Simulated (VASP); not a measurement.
Set up this calculation in VASP 6.6.1, as the native input.

```
Task                   : single point
Functional             : r2SCAN
Potentials or basis    : VASP PAW PBE potentials, release 64 (Sn_d)
Cutoff                 : 520 eV
k mesh                 : 11 × 11 × 8
Occupations            : methfessel-paxton, width 1 eV
Spin                   : no spin polarisation
Dipole correction      : no
Further INCAR settings : ALGO = Normal; EDIFF = 1e-06; NBANDS = 21
```

Crystal: Sn.

```
Sn
1.0
    -2.94828    2.95040    1.58882
     2.95040   -2.94828    1.58882
     2.94605    2.94605   -1.58493
Sn
2
Direct
  0.00003 0.99997 0.00000
  0.74997 0.25003 0.50000
```

The input as run:

POSCAR

```
Sn
1.0
   -2.9482820713      2.9504023647      1.5888172584
    2.9504023647     -2.9482820713      1.5888172584
    2.9460530987      2.9460530987     -1.5849306448
Sn
2
Direct
    0.0000251473      0.9999748527      0.0000000000
    0.7499748527      0.2500251473      0.5000000000
```

INCAR.step1

```
SYSTEM = Sn
ALGO = Normal
EDIFF = 1E-4
ENCUT = 520
GGA = PE
ISMEAR = 1
LASPH = .True.
LCHARG = .False.
LREAL = .False.
LWAVE = .True.
NBANDS = 21
NELM = 80
PREC = Accurate
SIGMA = 1.0
```

INCAR.step2

```
SYSTEM = Sn
ALGO = Normal
EDIFF = 1E-6
ENCUT = 520
ISIF = 2
ISMEAR = 1
ISTART = 1
LASPH = .True.
LCHARG = .False.
LMIXTAU = .True.
LREAL = .False.
LWAVE = .False.
METAGGA = R2SCAN
NBANDS = 21
NELM = 80
PREC = Accurate
SIGMA = 1.0
```

KPOINTS

```
k-points
0
Gamma
  11 11 8
  0 0 0
```

Potentials or basis: VASP PAW PBE potentials, release 64 (Sn_d).

The run is started by

```console
$ cat potpaw_PBE.64/Sn_d/POTCAR > POTCAR
$ cp INCAR.step1 INCAR
$ mpirun -np 1 vasp_std > vasp.out
$ cp INCAR.step2 INCAR
$ mpirun -np 1 vasp_std > vasp.out
```

It gave:

* Pressure: -0.1 GPa
* Band gap on the k mesh: zero (bands 14 and 15 overlap by 3.86 eV)

Caveat: so wide a smearing shifts energies and pressures; the PAW data sets were made with another functional, which shifts forces and pressure a little; spin-orbit coupling is left out, which moves the levels of the heavy elements.

It took 33 min on 1 thread of Oxide Virtual Turin-like Processor, with other jobs on the host, peak memory 0.36 GiB.
